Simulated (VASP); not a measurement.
# SnO2: single point with LDA

Crystal: SnO2.

```
Sn O
1.0
     5.22725    0.00000    0.00000
     0.00000    3.45841    0.00000
     0.00000    0.00000    7.03047
Sn O
4 8
Cartesian
  3.9912 0.8646 2.9249
  1.2360 2.5938 4.1056
  3.8497 2.5938 6.4401
  1.3776 0.8646 0.5903
  2.4919 2.5938 0.9762
  3.2567 2.5938 4.2796
  2.7353 0.8646 6.0543
  1.9705 0.8646 2.7509
  0.1217 0.8646 4.4914
  4.5842 0.8646 0.7643
  0.6431 2.5938 6.2661
  5.1056 2.5938 2.5390
```

| Quantity | Value |
| --- | --- |
| Program | VASP 6.6.1 |
| Task | single point |
| Functional | LDA |
| Potentials or basis | VASP PAW LDA potentials, release 64 (Sn_d, O) |
| Cutoff | 520 eV |
| k mesh | 4 × 6 × 4 |
| Occupations | gaussian, width 0.1 eV |
| Spin | no spin polarisation |

- Pressure: 0.9 GPa
- Largest force: 0.067 eV/Å
- Band gap on the k mesh: 0.66 eV (least direct gap 0.79 eV)

Forces in eV/Å, atoms in the order of the input:
```
Sn  -0.026  0.000 -0.030
Sn   0.026  0.000  0.030
Sn   0.026  0.000 -0.030
Sn  -0.026  0.000  0.030
O    0.009  0.000  0.067
O    0.059  0.000 -0.005
O   -0.009  0.000 -0.067
O   -0.059  0.000  0.005
O   -0.009  0.000  0.067
O   -0.059  0.000 -0.005
O    0.059  0.000  0.005
O    0.009  0.000 -0.067
```

Stress tensor (GPa, compression positive):
```
1.53 0.00 0.00
0.00 0.77 0.00
0.00 0.00 0.47
```

Levels at points of the mesh, in eV from the valence-band top:
```
           k point  band 48  band 49  band 50  band 51  band 52  band 53  band 54  band 55  band 56  band 57
(0.00, 0.00, 0.00)    -1.14    -0.92    -0.77    -0.54    -0.13     0.66     3.79     3.97     4.46     6.68
(0.50, 0.00, 0.00)    -0.94    -0.59    -0.59    -0.51    -0.51     3.64     3.64     4.32     4.32     7.28
(0.00, 0.50, 0.00)    -0.97    -0.19    -0.19     0.00     0.00     4.72     4.72     4.78     4.78     8.11
(0.50, 0.50, 0.00)    -0.93    -0.44    -0.44    -0.44    -0.44     4.20     4.20     4.20     4.20     7.28
(0.00, 0.00, 0.50)    -1.22    -0.95    -0.95    -0.65    -0.65     2.77     2.77     4.13     4.13     6.81
(0.50, 0.00, 0.50)    -1.21    -0.86    -0.86    -0.38    -0.38     4.11     4.11     4.11     4.11     7.09
(0.00, 0.50, 0.50)    -0.62    -0.52    -0.52    -0.18    -0.18     4.55     4.55     4.97     4.97     7.70
(0.50, 0.50, 0.50)    -1.19    -0.50    -0.50    -0.50    -0.50     4.20     4.20     4.20     4.20     7.42
```

It took 7.6 min on 1 thread of AMD EPYC 7R43 64-Core Processor (Zen 3), with other jobs on the host, peak memory 0.29 GiB.

Caveat: semilocal functionals underestimate gaps, and a narrow one can read as zero; spin-orbit coupling is left out, which moves the levels of the heavy elements. A k mesh can miss the band edges.
